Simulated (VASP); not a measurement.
Set up this calculation in VASP 6.6.1, as the native input.

```yaml
Task: single point
Functional: PBEsol
Potentials_or_basis: VASP PAW PBE potentials, release 64 (Zr_sv, Sn_d, Au)
Cutoff: 500 eV
k_mesh: 6 × 6 × 4
Occupations: gaussian, width 0.1 eV
Spin: no spin polarisation
Dipole_correction: no
Further_INCAR_settings: ALGO = Normal; EDIFF = 1e-06; NBANDS = 110
```

The structure of Zr5Sn4Au7 lies in POSCAR:

```
Zr5Sn4Au7
1.0
    3.1370430000     -5.4700020000     -0.0532360000
    2.8273060000      5.2920430000      0.1016650000
    0.0761940000      0.1422360000      9.8263520000
Zr Sn Au
5 4 7
Direct
    0.3625715679      0.2313496039      0.6159398159
    0.8349265814      0.1581364288      0.5973242814
    0.3621854960      0.7505879334      0.1357212979
    0.6563920653      0.7985557300      0.8842611113
    0.0713070483      0.6562535393      0.3936346175
    0.3170219821      0.7014764196      0.6531842405
    0.8867644084      0.7789452576      0.1450116209
    0.5628088079      0.1690695423      0.3443544374
    0.6840076995      0.3106958807      0.8685298618
    0.4064103158      0.3117212216      0.0898205373
    0.8751272636      0.2466286352      0.1222910514
    0.8707784318      0.7028955974      0.6479875712
    0.1531839863      0.2368277397      0.3525103871
    0.1358507158      0.3281874596      0.8625326174
    0.6256651979      0.7252406294      0.4063207835
    0.1702517992      0.8717936480      0.8951984361
```

These files were run (other wordings do the same):

INCAR

```
ALGO     = Normal         # electronic algorithm
EDIFF    = 1E-6           # SCF threshold, eV
ENCUT    = 500            # plane-wave cutoff, eV
GGA      = PS             # functional
GGA_COMPAT= F            
ISIF     = 2              # what is computed and relaxed
ISMEAR   = 0              # smearing method
KPAR     = 4            
LASPH    = T              # aspherical terms in the spheres
LCHARG   = T              # write CHGCAR
LREAL    = F              # projectors in reciprocal space
LVHAR    = T            
LWAVE    = F              # write WAVECAR
NBANDS   = 110            # bands
NELM     = 120            # most SCF steps
PREC     = Accurate       # precision mode
SIGMA    = 0.1            # smearing width, eV
```

KPOINTS

```
k-points
0
Gamma
  6 6 4
```

Potentials or basis: VASP PAW PBE potentials, release 64 (Zr_sv, Sn_d, Au).

The run is started by

```bash
$ cat potpaw_PBE.64/Zr_sv/POTCAR potpaw_PBE.64/Sn_d/POTCAR potpaw_PBE.64/Au/POTCAR > POTCAR
$ mpirun -np 4 vasp_std > vasp.out
```

It gave:

```json
{"Pressure": "0.0 GPa", "Largest force": "0.068 eV/Å", "Band gap on the k mesh": "zero (an odd number of electrons rules out a gap without spin polarisation)"}
```

Caveat: the PAW data sets were made with another functional, which shifts forces and pressure a little; spin-orbit coupling is left out, which moves the levels of the heavy elements.

Wall time 27 min on 4 MPI ranks on Intel(R) Xeon(R) Platinum 8259CL CPU @ 2.50GHz (Skylake/Cascade Lake) (shared host), peak memory 1.7 GiB a rank.
